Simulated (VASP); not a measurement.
# B2H6 in VASP: single point with PBE+D3(BJ)

Aim: the single point of B2H6 with PBE+D3(BJ).

Everything below comes from runs of VASP 6.6.1. Logs are shortened: lines on timing, memory, paths and dates and some standing lists are left out, and cuts for length are marked.

### Step 1. The cell of the first run

The cell holds a molecule in a box, 8 atoms: a = 8.156 Å, b = 8.156 Å, c = 27.378 Å, α = 90.00°, β = 90.00°, γ = 90.00°.

### Step 2. Single point, PBE+D3(BJ)

INCAR reads:

```
PREC = Accurate
ENCUT = 420
EDIFF = 1E-6
ISMEAR = 0
SIGMA = 0.1
LREAL = F
LASPH = T
NELM = 120
ALGO = Normal
ISIF = 2
LWAVE = F
LCHARG = T
LDIPOL = T
IDIPOL = 3
DIPOL = 0.5 0.5 0.618
GGA = PE
IVDW = 12
LELF = T
LVHAR = T
LVACPOTAV = T
NBANDS = 16
GGA_COMPAT = F
NELMDL = -8
```

KPOINTS reads:

```
regular mesh
0
Gamma
  3 3 1
```

POSCAR reads:

```
BH3
1.0
    8.1558973628      0.0000000000      0.0000000000
    0.0000000000      8.1558973628      0.0000000000
    0.0000000000      0.0000000000     27.3780230221
B H
2 6
Direct
    0.2478155819     -0.1414782287      0.6179272829
    0.2525444251     -0.3596513429      0.6182006678
    0.2499589414     -0.2502216798      0.6541735087
    0.2503698162     -0.2509249981      0.5817492092
    0.1181000302     -0.0722421878      0.6186135493
    0.3742745360     -0.0665258223      0.6187227346
    0.1260477654     -0.4345406767      0.6190355183
    0.3822943155     -0.4288364138      0.6191308183
```

Potentials or basis: VASP PAW PBE potentials, release 64 (B, H).

On the command line:

```
$ cat potpaw_PBE.64/B/POTCAR potpaw_PBE.64/H/POTCAR > POTCAR
$ mpirun -np 1 vasp_std > vasp.out
```

OUTCAR:

```text
PREC = Accurate
   ENCUT = 420
   EDIFF = 1E-6
   ISMEAR = 0
   LREAL = F
   LASPH = T
   NELM = 120
   ISIF = 2
   GGA = PE
   IVDW = 12
   NELMDL = -8
 IVDW          = 12

 ion  position               nearest neighbor table
   1  0.248  0.859  0.618-   6 1.20   5 1.20   3 1.33   4 1.33   2 1.78
   2  0.253  0.640  0.618-   7 1.20   8 1.20   3 1.33   4 1.34   1 1.78
   3  0.250  0.750  0.654-   2 1.33   1 1.33
   4  0.250  0.749  0.582-   1 1.33   2 1.34
   5  0.118  0.928  0.619-   1 1.20
   6  0.374  0.933  0.619-   1 1.20
   7  0.126  0.565  0.619-   2 1.20
   8  0.382  0.571  0.619-   2 1.20

  LATTYP: Found a simple tetragonal cell.
 ALAT       =     8.1558973628
 C/A-ratio  =     3.3568376114

  Lattice vectors:

 A1 = (   8.1558973628,   0.0000000000,   0.0000000000)
 A2 = (   0.0000000000,   8.1558973628,   0.0000000000)
 A3 = (   0.0000000000,   0.0000000000,  27.3780230221)

Analysis of symmetry for initial positions (statically):
=====================================================================
 Subroutine PRICEL returns:
 Original cell was already a primitive cell.

 Routine SETGRP: Setting up the symmetry group for a
 simple tetragonal supercell.

 Subroutine GETGRP returns: Found  1 space group operations
 (whereof  1 operations were pure point group operations)
 out of a pool of 16 trial point group operations.

The static configuration has the point symmetry C_1 .

Analysis of symmetry for dynamics (positions and initial velocities):
=====================================================================
 Subroutine PRICEL returns:
 Original cell was already a primitive cell.

 Routine SETGRP: Setting up the symmetry group for a
 simple tetragonal supercell.

 Subroutine GETGRP returns: Found  1 space group operations
 (whereof  1 operations were pure point group operations)
 out of a pool of 16 trial point group operations.

The dynamic configuration has the point symmetry C_1 .

 Subroutine INISYM returns: Found  1 space group operations
 (whereof  1 operations are pure point group operations),
 and found     1 'primitive' translations

----------------------------------------------------------------------------------------

                                     Primitive cell

  volume of cell :    1821.1495

  direct lattice vectors                    reciprocal lattice vectors
     8.155897363  0.000000000  0.000000000     0.122610665  0.000000000  0.000000000
     0.000000000  8.155897363  0.000000000     0.000000000  0.122610665  0.000000000
     0.000000000  0.000000000 27.378023022     0.000000000  0.000000000  0.036525647

  length of vectors
     8.155897363  8.155897363 27.378023022     0.122610665  0.122610665  0.036525647

  position of ions in fractional coordinates (direct lattice)
     0.247815582  0.858521771  0.617927283
     0.252544425  0.640348657  0.618200668
     0.249958941  0.749778320  0.654173509
     0.250369816  0.749075002  0.581749209
     0.118100030  0.927757812  0.618613549
     0.374274536  0.933474178  0.618722735
     0.126047765  0.565459323  0.619035518
     0.382294315  0.571163586  0.619130818

  ion indices of the primitive-cell ions
   primitive index   ion index
                 1           1
                 2           2
                 3           3
                 4           4
                 5           5
                 6           6
                 7           7
                 8           8

----------------------------------------------------------------------------------------

 KPOINTS: regular mesh

Automatic generation of k-mesh.
 Grid dimensions read from file:
 generate k-points for:    3    3    1

 Generating k-lattice:

  Cartesian coordinates                     Fractional coordinates (reciprocal lattice)
     0.040870222  0.000000000  0.000000000     0.333333333  0.000000000  0.000000000
     0.000000000  0.040870222  0.000000000     0.000000000  0.333333333  0.000000000
     0.000000000  0.000000000  0.036525647     0.000000000  0.000000000  1.000000000

  Length of vectors
     0.040870222  0.040870222  0.036525647

  Shift w.r.t. Gamma in fractional coordinates (k-lattice)
     0.000000000  0.000000000  0.000000000

 Subroutine IBZKPT returns following result:
 ===========================================

 Found      5 irreducible k-points:

 Following reciprocal coordinates:
            Coordinates               Weight
  0.000000  0.000000  0.000000      1.000000
  0.333333  0.000000  0.000000      2.000000
  0.000000  0.333333  0.000000      2.000000
  0.333333  0.333333  0.000000      2.000000
 -0.333333  0.333333  0.000000      2.000000
   k-points           NKPTS =      5   k-points in BZ     NKDIM =      5   number of bands    NBANDS=     16
   number of dos      NEDOS =    301   number of ions     NIONS =      8
   total plane-waves  NPLWV = 602112
   dimension x,y,z NGX =    56 NGY =   56 NGZ =  192
   dimension x,y,z NGXF=   112 NGYF=  112 NGZF=  384
   ions per type =               2   6
   NGX,Y,Z   is equivalent  to a cutoff of  11.41, 11.41, 11.66 a.u.
   NGXF,Y,Z  is equivalent  to a cutoff of  22.83, 22.83, 23.32 a.u.
 SYSTEM =  unknown system
   PREC   = accura    normal or accurate (medium, high low for compatibility)
   ISTART =      0    job   : 0-new  1-cont  2-samecut
   ICHARG =      2    charge: 1-file 2-atom 10-const
   ISPIN  =      1    spin polarized calculation?
   LNONCOLLINEAR =      F non collinear calculations
   LSORBIT =      F    spin-orbit coupling
   LASPH  =      T    aspherical Exc in radial PAW
   ENCUT  =  420.0 eV  30.87 Ry    5.56 a.u.  13.63 13.63 45.75*2*pi/ulx,y,z
   NELM   =    120;   NELMIN=  2; NELMDL= -8     # of ELM steps
   EDIFF  = 0.1E-05   stopping-criterion for ELM
   LREAL  =      F    real-space projection
   EDIFFG = 0.1E-04   stopping-criterion for IOM
   NSW    =      0    number of steps for IOM
   IBRION =     -1    ionic relax: 0-MD 1-quasi-New 2-CG
   NFREE  =      0    steps in history (QN), initial steepest desc. (CG)
   ISIF   =      2    stress and relaxation
   ISYM   =      2    0-nonsym 1-usesym 2-fastsym
   POTIM  = 0.5000    time-step for ionic-motion
   TEBEG  =    0.0;   TEEND  =   0.0 temperature during run
   PSTRESS=    0.0 pullay stress
   NELECT =      12.0000    total number of electrons
   NUPDOWN=      -1.0000    fix difference up-down
   EMIN   =  10.00;   EMAX   =-10.00  energy-range for DOS
   EFERMI =   0.00;   METHOD = LEGACY
   ISMEAR =     0;   SIGMA  =   0.10  broadening in eV -4-tet -1-fermi 0-gaus
   EFERMI_NEDOS =   21; number of points for ismear=-14 and -15
   IALGO  =     38    algorithm
   IMIX   =      4    mixing-type and parameters
     AMIX     =   0.40;   BMIX     =  1.00
     AMIX_MAG =   1.60;   BMIX_MAG =  1.00
  volume/ion in A,a.u.               =     227.64      1536.22
  Fermi-wavevector in a.u.,A,eV,Ry     =   0.306916  0.579988  1.281637  0.094198
  Thomas-Fermi vector in A             =   1.181310
   LORBIT       =      0    0 simple, 1 ext, 2 COOP (PROOUT), +10 PAW based schemes
   GGA     = PE    functional components
   LHFCALC =     F    Hartree Fock is set to
   AEXX    =    0.0000 exact exchange contribution
   IVDW    =    12    specifies the selected vdW correction
   LEPSILON=     F    determine dielectric tensor
   LRPA    =     F    only Hartree local field effects (RPA)
 non-spin polarized calculation
 Gauss-broadening in eV      SIGMA  =   0.10
  energy-cutoff  :      420.00
  volume of cell :     1821.15
 maximum number of plane-waves:     35683
 NGX is ok and might be reduce to    54
   NGX = 27   NGY = 27   NGZ = 91

 dipolmoment           0.000000      0.000000     -0.000001 electrons x Angstroem

 number of electron      12.0000002 magnetization

 dipolmoment           0.000000      0.000000      0.005499 electrons x Angstroem

 Free energy of the ion-electron system (eV)
  ---------------------------------------------------
  ext. energy  EPLUGINS =         0.00000000
  ---------------------------------------------------
  free energy    TOTEN  =       -33.95010309 eV

  energy without entropy =      -33.95010309  energy(sigma->0) =      -33.95010309

 E-fermi :  -7.1272     XC(G=0):  -0.5742

 val. band max:       -7.6135545745   @ k =   0.0000   0.0000   0.0000
 cond. band min:      -1.8698219194   @ k =   0.0000   0.3333   0.0000
 fundamental gap:      5.7437326551
 Fermi energy:        -7.1271786108

 k-point     1 :       0.0000    0.0000    0.0000
  band No.  band energies     occupation
      1     -16.2174      2.00000
      2     -10.9965      2.00000
      3     -10.3465      2.00000
      4      -9.1331      2.00000
      5      -8.8528      2.00000
      6      -7.6136      2.00000
[... 8 lines left out ...]
     15       1.3656      0.00000
     16       1.5653      0.00000

 k-point     2 :       0.3333    0.0000    0.0000
  band No.  band energies     occupation
      1     -16.2173      2.00000
      2     -10.9963      2.00000
      3     -10.3464      2.00000
      4      -9.1347      2.00000
      5      -8.8518      2.00000
      6      -7.6148      2.00000
[... 8 lines left out ...]
     15       1.1277      0.00000
     16       1.1831      0.00000

 k-point     3 :       0.0000    0.3333    0.0000
  band No.  band energies     occupation
      1     -16.2172      2.00000
      2     -11.0011      2.00000
      3     -10.3463      2.00000
      4      -9.1314      2.00000
      5      -8.8429      2.00000
      6      -7.6172      2.00000
[... 8 lines left out ...]
     15       1.1646      0.00000
     16       1.1734      0.00000

 k-point     4 :       0.3333    0.3333    0.0000
  band No.  band energies     occupation
      1     -16.2172      2.00000
      2     -11.0009      2.00000
      3     -10.3462      2.00000
      4      -9.1330      2.00000
      5      -8.8421      2.00000
      6      -7.6188      2.00000
[... 8 lines left out ...]
     15       1.2468      0.00000
     16       1.2575      0.00000

 k-point     5 :      -0.3333    0.3333    0.0000
  band No.  band energies     occupation
      1     -16.2172      2.00000
      2     -11.0009      2.00000
      3     -10.3462      2.00000
      4      -9.1330      2.00000
      5      -8.8421      2.00000
      6      -7.6188      2.00000
[... 8 lines left out ...]
     15       1.2433      0.00000
     16       1.2587      0.00000

------------------------ aborting loop because EDIFF is reached ----------------------------------------

 vacuum level on the upper side and lower side of the slab       (xc-potential included)        -0.058        -0.067

 Edisp (eV)   -0.09873

 E8    (eV) :    -0.0272

  FORCE on cell =-STRESS in cart. coord.  units (eV):
  Direction    XX          YY          ZZ          XY          YZ          ZX
  --------------------------------------------------------------------------------------
  -------------------------------------------------------------------------------------
  Total      -0.46630    -1.21323    -0.55451     0.01669     0.02723     0.00076
  in kB      -0.41023    -1.06735    -0.48784     0.01468     0.02396     0.00067
  external pressure =       -0.66 kB  Pullay stress =        0.00 kB

 VOLUME and BASIS-vectors are now :
 -----------------------------------------------------------------------------
  energy-cutoff  :      420.00
  volume of cell :     1821.15
      direct lattice vectors                 reciprocal lattice vectors
     8.155897363  0.000000000  0.000000000     0.122610665  0.000000000  0.000000000
     0.000000000  8.155897363  0.000000000     0.000000000  0.122610665  0.000000000
     0.000000000  0.000000000 27.378023022     0.000000000  0.000000000  0.036525647

 POSITION                                       TOTAL-FORCE (eV/Angst)
 -----------------------------------------------------------------------------------
      2.02116      7.00202     16.91763        -0.003485     -0.264782      0.132488
      2.05973      5.22262     16.92511         0.005614      0.264840      0.107788
      2.03864      6.11512     17.90998         0.000797      0.012927     -0.117472
      2.04199      6.10938     15.92714        -0.000375     -0.010853      0.139450
      0.96321      7.56670     16.93642         0.042107     -0.071415     -0.064680
      3.05254      7.61332     16.93941        -0.033873     -0.073887     -0.064561
      1.02803      4.61183     16.94797         0.035611      0.071676     -0.066942
      3.11795      4.65835     16.95058        -0.046396      0.071494     -0.066071
 -----------------------------------------------------------------------------------
    total drift:                                0.000000      0.000153     -0.000042

  FREE ENERGIE OF THE ION-ELECTRON SYSTEM (eV)
  ---------------------------------------------------
  free  energy   TOTEN  =       -34.0488299036 eV

  energy  without entropy=      -34.0488299036  energy(sigma->0) =      -34.04882990

 vacuum level on the upper side and lower side of the slab         0.127         0.112
```

Run time: 7.5 min. Hardware: 1 thread of AMD EPYC 7R13, shared host; peak memory 1 GiB.

What came out:

* Free energy: -34.0488 eV
* Largest force: 0.296 eV/Å
* Gap between the frontier levels: 5.74 eV, indirect (the least direct gap lies 3.6 meV higher)
* Dispersion energy per atom: -0.012 eV
* Ionisation potential of the upper face: 7.74 eV

Forces on the atoms (eV/Å):
```
B   -0.003 -0.265  0.132
B    0.006  0.265  0.108
H    0.001  0.013 -0.117
H    0.000 -0.011  0.139
H    0.042 -0.071 -0.065
H   -0.034 -0.074 -0.065
H    0.036  0.072 -0.067
H   -0.046  0.071 -0.066
```
